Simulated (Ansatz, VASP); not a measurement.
## GeSb2 in VASP and in Ansatz

```xyz
3
Lattice="-1.9109 1.9109 5.3633 1.9109 -1.9109 5.3633 1.9109 1.9109 -5.3633" Properties=species:S:1:pos:R:3 pbc="T T T"
Ge    0.0000    0.0000    0.0000
Sb    0.0000    0.0000    6.8262
Sb    0.0000    0.0000    3.9004
```

Alike in both runs: functional PBE; k mesh 6 × 6 × 6; occupations gaussian, width 0.1 eV; no spin polarisation.

Ansatz relaxed the structure, and its values are those at the end. VASP's run is a single point on that final structure, the one shown.

|  | VASP | Ansatz |
| --- | --- | --- |
| version | VASP 6.6.1 | Ansatz 0.2.0 |
| potentials or method | VASP PAW PBE potentials, release 64 (Ge_d, Sb), cutoff 520 eV | scalar-relativistic, plane waves, PAW |
| valence electrons in the cell | 24 | 44 |

```tsv
	VASP	Ansatz	Ansatz less VASP
gap on the k mesh at the Fermi level (eV)	none	none	-
pressure (GPa)	-0.1	0.0	+0.02
rms of the force components (eV/Å)	0.010	0.000	-0.0103
```

A gap of «none» marks a metal or a gap that the smearing closes. VASP's potentials hold 24 valence electrons a cell and Ansatz's 44, so a difference there can come from the potentials and not from the codes.

The k mesh is coarse, so the values compare programs but aren't converged. Neither program's run includes spin-orbit coupling.
